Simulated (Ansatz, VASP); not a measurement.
## TiB2: VASP beside Ansatz

```
CELL_PARAMETERS angstrom
3.08861 0.00000 0.00000
-1.54430 2.67481 0.00000
0.00000 0.00000 3.29172
ATOMIC_POSITIONS crystal
Ti 0.00000 0.00000 0.00000
B 0.33333 0.66667 0.50000
B 0.66667 0.33333 0.50000
```

Change from the starting cell: volume scaled by 1.06.

Alike in both runs: task single point; functional PBEsol; k mesh 15 × 15 × 13; occupations fermi-dirac, width 0.08 eV; no spin polarisation.

```csv
,VASP,Ansatz
version,VASP 6.6.1,Ansatz 0.2.0
potentials or method,"VASP PAW PBE potentials, release 64 (Ti_sv, B), cutoff 520 eV","all-electron LAPW, scalar-relativistic"
```

Ansatz gave:

* pressure (GPa): -18.0
* traceless stress, the component that is largest in VASP (GPa): 0.30

Problem. Which values does VASP return?

Solution. Pressure (GPa): -17.7; traceless stress, the component that is largest in VASP (GPa): 0.20.

VASP's potentials were made for PBE, not for PBEsol. Ansatz ran all-electron here, and VASP with PAW potentials.
